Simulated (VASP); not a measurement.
# MgS (gw) (I4/mmm) in VASP: further runs

MgS (gw) is run at these levels: PBEsol; tasks: single point.

Everything below comes from runs of VASP 6.6.1. Logs are shortened: lines on timing, memory, paths and dates and some standing lists are left out, and cuts for length are marked.

### Step 1. The cell of the first run

The structure is tetragonal, space group I4/mmm (No. 139). The conventional cell has a = 3.701 Å, b = 3.701 Å, c = 5.155 Å, α = 90.00°, β = 90.00°, γ = 90.00°. Mg (site symmetry 4/mmm) has 6 S at 2.58 to 2.62 Å within 3.4 Å. S (site symmetry 4/mmm) has 6 Mg at 2.58 to 2.62 Å within 3.4 Å.

### Step 2. Single point, PBEsol

The input, INCAR:

```
SYSTEM = MgS
ALGO = Normal
EDIFF = 1E-6
ENCUT = 600
GGA = PS
GGA_COMPAT = .FALSE.
ISIF = 2
ISMEAR = 0
LASPH = .TRUE.
LCHARG = .FALSE.
LREAL = .FALSE.
LWAVE = .FALSE.
NBANDS = 11
NELM = 120
PREC = Accurate
SIGMA = 0.01
```

The input, KPOINTS:

```
k-points
0
G
  4 4 4
  0 0 0
```

The input, POSCAR:

```
MgS
1.0
    0.0000000000      2.6171221401      2.5776012219
    2.6171221401      0.0000000000      2.5776012219
    2.6171221401      2.6171221401      0.0000000000
Mg S
1 1
Direct
    0.0000000000      0.0000000000      0.0000000000
    0.5000000000      0.5000000000      0.5000000000
```

Potentials or basis: VASP PAW PBE potentials, release 64 (Mg, S).

Launch:

```sh
$ cat potpaw_PBE.64/Mg/POTCAR potpaw_PBE.64/S/POTCAR > POTCAR
$ mpirun -np 1 vasp_std > vasp.out
```

OUTCAR:

```text
SYSTEM = MgS
   EDIFF = 1E-6
   ENCUT = 600
   GGA = PS
   ISIF = 2
   ISMEAR = 0
   LASPH = .TRUE.
   LREAL = .FALSE.
   NELM = 120
   PREC = Accurate

 ion  position               nearest neighbor table
   1  0.000  0.000  0.000-   2 2.58   2 2.58   2 2.62   2 2.62   2 2.62   2 2.62
   2  0.500  0.500  0.500-   1 2.58   1 2.58   1 2.62   1 2.62   1 2.62   1 2.62

  LATTYP: Found a body centered tetragonal cell.
 ALAT       =     3.7011696249
 C/A-ratio  =     1.3928576548

  Lattice vectors:

 A1 = (   0.0000000000,  -2.6171221401,  -2.5776012219)
 A2 = (   0.0000000000,   2.6171221401,  -2.5776012219)
 A3 = (   2.6171221401,   0.0000000000,   2.5776012219)

Analysis of symmetry for initial positions (statically):
=====================================================================
 Subroutine PRICEL returns:
 Original cell was already a primitive cell.

 Routine SETGRP: Setting up the symmetry group for a
 body centered tetragonal supercell.

 Subroutine GETGRP returns: Found 16 space group operations
 (whereof 16 operations were pure point group operations)
 out of a pool of 16 trial point group operations.

The static configuration has the point symmetry D_4h.

Analysis of symmetry for dynamics (positions and initial velocities):
=====================================================================
 Subroutine PRICEL returns:
 Original cell was already a primitive cell.

 Routine SETGRP: Setting up the symmetry group for a
 body centered tetragonal supercell.

 Subroutine GETGRP returns: Found 16 space group operations
 (whereof 16 operations were pure point group operations)
 out of a pool of 16 trial point group operations.

The dynamic configuration has the point symmetry D_4h.

 Subroutine INISYM returns: Found 16 space group operations
 (whereof 16 operations are pure point group operations),
 and found     1 'primitive' translations

----------------------------------------------------------------------------------------

                                     Primitive cell

  volume of cell :      35.3097

  direct lattice vectors                    reciprocal lattice vectors
     0.000000000  2.617122140  2.577601222    -0.191049547  0.191049547  0.193978803
     2.617122140  0.000000000  2.577601222     0.191049547 -0.191049547  0.193978803
     2.617122140  2.617122140  0.000000000     0.191049547  0.191049547 -0.193978803

  length of vectors
     3.673330417  3.673330417  3.701169625     0.332607329  0.332607329  0.332607329

  position of ions in fractional coordinates (direct lattice)
     0.000000000  0.000000000  0.000000000
     0.500000000  0.500000000  0.500000000

  ion indices of the primitive-cell ions
   primitive index   ion index
                 1           1
                 2           2

----------------------------------------------------------------------------------------

 KPOINTS: k-points

Automatic generation of k-mesh.
 Grid dimensions read from file:
 generate k-points for:    4    4    4

 Generating k-lattice:

  Cartesian coordinates                     Fractional coordinates (reciprocal lattice)
    -0.047762387  0.047762387  0.048494701     0.250000000  0.000000000  0.000000000
     0.047762387 -0.047762387  0.048494701     0.000000000  0.250000000  0.000000000
     0.047762387  0.047762387 -0.048494701     0.000000000  0.000000000  0.250000000

  Length of vectors
     0.083151832  0.083151832  0.083151832

  Shift w.r.t. Gamma in fractional coordinates (k-lattice)
     0.000000000  0.000000000  0.000000000

 Subroutine IBZKPT returns following result:
 ===========================================

 Found     13 irreducible k-points:

 Following reciprocal coordinates:
            Coordinates               Weight
  0.000000  0.000000  0.000000      1.000000
  0.250000  0.000000  0.000000      8.000000
  0.500000  0.000000  0.000000      4.000000
  0.250000  0.250000  0.000000      2.000000
  0.500000  0.250000  0.000000      8.000000
 -0.250000  0.250000  0.000000      4.000000
  0.500000  0.500000  0.000000      1.000000
  0.250000  0.000000  0.250000      4.000000
  0.500000  0.000000  0.250000     16.000000
 -0.250000 -0.000000  0.250000      8.000000
 -0.250000  0.500000  0.250000      4.000000
  0.500000  0.000000  0.500000      2.000000
 -0.250000  0.250000  0.500000      2.000000
   k-points           NKPTS =     13   k-points in BZ     NKDIM =     13   number of bands    NBANDS=     11
   number of dos      NEDOS =    301   number of ions     NIONS =      2
   total plane-waves  NPLWV =  27000
   dimension x,y,z NGX =    30 NGY =   30 NGZ =   30
   dimension x,y,z NGXF=    60 NGYF=   60 NGZF=   60
   ions per type =               1   1
   NGX,Y,Z   is equivalent  to a cutoff of  13.58, 13.58, 13.48 a.u.
   NGXF,Y,Z  is equivalent  to a cutoff of  27.15, 27.15, 26.95 a.u.
 SYSTEM =  MgS
   PREC   = accura    normal or accurate (medium, high low for compatibility)
   ISTART =      0    job   : 0-new  1-cont  2-samecut
   ICHARG =      2    charge: 1-file 2-atom 10-const
   ISPIN  =      1    spin polarized calculation?
   LNONCOLLINEAR =      F non collinear calculations
   LSORBIT =      F    spin-orbit coupling
   LASPH  =      T    aspherical Exc in radial PAW
   ENCUT  =  600.0 eV  44.10 Ry    6.64 a.u.   7.34  7.34  7.39*2*pi/ulx,y,z
   NELM   =    120;   NELMIN=  2; NELMDL= -5     # of ELM steps
   EDIFF  = 0.1E-05   stopping-criterion for ELM
   LREAL  =      F    real-space projection
   EDIFFG = 0.1E-04   stopping-criterion for IOM
   NSW    =      0    number of steps for IOM
   IBRION =     -1    ionic relax: 0-MD 1-quasi-New 2-CG
   NFREE  =      0    steps in history (QN), initial steepest desc. (CG)
   ISIF   =      2    stress and relaxation
   ISYM   =      2    0-nonsym 1-usesym 2-fastsym
   POTIM  = 0.5000    time-step for ionic-motion
   TEBEG  =    0.0;   TEEND  =   0.0 temperature during run
   PSTRESS=    0.0 pullay stress
   NELECT =       8.0000    total number of electrons
   NUPDOWN=      -1.0000    fix difference up-down
   EMIN   =  10.00;   EMAX   =-10.00  energy-range for DOS
   EFERMI =   0.00;   METHOD = LEGACY
   ISMEAR =     0;   SIGMA  =   0.01  broadening in eV -4-tet -1-fermi 0-gaus
   EFERMI_NEDOS =   21; number of points for ismear=-14 and -15
   IALGO  =     38    algorithm
   IMIX   =      4    mixing-type and parameters
     AMIX     =   0.40;   BMIX     =  1.00
     AMIX_MAG =   1.60;   BMIX_MAG =  1.00
  volume/ion in A,a.u.               =      17.65       119.14
  Fermi-wavevector in a.u.,A,eV,Ry     =   0.998022  1.885989 13.552063  0.996049
  Thomas-Fermi vector in A             =   2.130218
   LORBIT       =      0    0 simple, 1 ext, 2 COOP (PROOUT), +10 PAW based schemes
   GGA     = PS    functional components
   LHFCALC =     F    Hartree Fock is set to
   AEXX    =    0.0000 exact exchange contribution
   IVDW    =     0    specifies the selected vdW correction
   LEPSILON=     F    determine dielectric tensor
   LRPA    =     F    only Hartree local field effects (RPA)
 non-spin polarized calculation
 Gauss-broadening in eV      SIGMA  =   0.01
  energy-cutoff  :      600.00
  volume of cell :       35.31
 maximum number of plane-waves:      1219
 NGX is ok and might be reduce to    30
   NGX = 15   NGY = 15   NGZ = 15

 number of electron       7.9999999 magnetization

 Free energy of the ion-electron system (eV)
  ---------------------------------------------------
  ext. energy  EPLUGINS =         0.00000000
  ---------------------------------------------------
  free energy    TOTEN  =        -9.02022167 eV

  energy without entropy =       -9.02022167  energy(sigma->0) =       -9.02022167

 E-fermi :   3.7868     XC(G=0):  -9.8185

 val. band max:        3.7047266512   @ k =   0.0000   0.0000   0.0000
 cond. band min:       6.3039998331   @ k =   0.5000   0.5000   0.0000
 fundamental gap:      2.5992731819
 Fermi energy:         3.7867916955

 k-point     1 :       0.0000    0.0000    0.0000
  band No.  band energies     occupation
      1      -8.9885      2.00000
      2       3.6362      2.00000
      3       3.7047      2.00000
      4       3.7047      2.00000
      5       7.2410      0.00000
      6      11.4657      0.00000
      7      11.4657      0.00000
      8      11.6222      0.00000
      9      13.8650      0.00000
     10      14.0756      0.00000
     11      15.9508      0.00000

 k-point     2 :       0.2500    0.0000    0.0000
  band No.  band energies     occupation
      1      -8.4226      2.00000
      2       0.8296      2.00000
      3       3.3531      2.00000
      4       3.3577      2.00000
      5       8.4842      0.00000
      6      11.3049      0.00000
      7      11.4853      0.00000
      8      11.8701      0.00000
      9      13.8661      0.00000
     10      13.8821      0.00000
     11      15.4015      0.00000

 k-point     3 :       0.5000    0.0000    0.0000
  band No.  band energies     occupation
      1      -7.6640      2.00000
      2      -1.2136      2.00000
      3       3.0623      2.00000
      4       3.1054      2.00000
      5       8.0575      0.00000
      6      10.3995      0.00000
      7      10.5693      0.00000
      8      13.7027      0.00000
      9      15.6244      0.00000
     10      17.9770      0.00000
     11      18.1243      0.00000
[... 113 lines left out ...]
 k-point    12 :       0.5000    0.0000    0.5000
  band No.  band energies     occupation
      1      -7.3053      2.00000
      2      -0.5839      2.00000
      3       1.9311      2.00000
      4       2.0623      2.00000
      5       6.3821      0.00000
      6       7.9301      0.00000
      7      15.4699      0.00000
      8      16.4609      0.00000
      9      16.7234      0.00000
     10      17.1445      0.00000
     11      19.3873      0.00000

 k-point    13 :      -0.2500    0.2500    0.5000
  band No.  band energies     occupation
      1      -7.2546      2.00000
      2       0.4206      2.00000
      3       0.4206      2.00000
      4       1.2137      2.00000
      5       8.9557      0.00000
      6      11.5840      0.00000
      7      11.5840      0.00000
      8      11.7332      0.00000
      9      17.7878      0.00000
     10      17.7878      0.00000
     11      19.1351      0.00000

------------------------ aborting loop because EDIFF is reached ----------------------------------------

  FORCE on cell =-STRESS in cart. coord.  units (eV):
  Direction    XX          YY          ZZ          XY          YZ          ZX
  --------------------------------------------------------------------------------------
  -------------------------------------------------------------------------------------
  Total       -0.3100043     -0.3100043      0.0356727      0.0000000      0.0000000      0.0000000
  in kB      -14.0664523    -14.0664523      1.6186516      0.0000000      0.0000000      0.0000000
  external PRESSURE =      -8.8380843 kB  Pullay stress =       0.0000000 kB

 VOLUME and BASIS-vectors are now :
 -----------------------------------------------------------------------------
  energy-cutoff  :      600.00
  volume of cell :       35.31
      direct lattice vectors                 reciprocal lattice vectors
     0.000000000  2.617122140  2.577601222    -0.191049547  0.191049547  0.193978803
     2.617122140  0.000000000  2.577601222     0.191049547 -0.191049547  0.193978803
     2.617122140  2.617122140  0.000000000     0.191049547  0.191049547 -0.193978803

 POSITION                                       TOTAL-FORCE (eV/Angst)
 -----------------------------------------------------------------------------------
      0.00000      0.00000      0.00000        -0.000000      0.000000      0.000000
      2.61712      2.61712      2.57760         0.000000     -0.000000     -0.000000
 -----------------------------------------------------------------------------------
    total drift:                               -0.000000     -0.000000      0.000000

  FREE ENERGIE OF THE ION-ELECTRON SYSTEM (eV)
  ---------------------------------------------------
  free  energy   TOTEN  =        -9.0202216733 eV

  energy  without entropy=       -9.0202216733  energy(sigma->0) =       -9.02022167
```

It took 4.6 s on 1 thread of AMD EPYC 9R45 (Zen 5), shared host; peak memory 0.13 GiB.

What came out:

* Free energy: -9.0202 eV
* Pressure: -0.9 GPa
* Band gap on the k mesh: 2.60 eV, indirect (least direct gap 3.54 eV)

Caveat: the k points lie up to 0.52 Å⁻¹ apart; the PAW data sets were made with another functional, which shifts forces and pressure a little. A k mesh can miss the band edges.

(Part 1 of 2 ends here.)
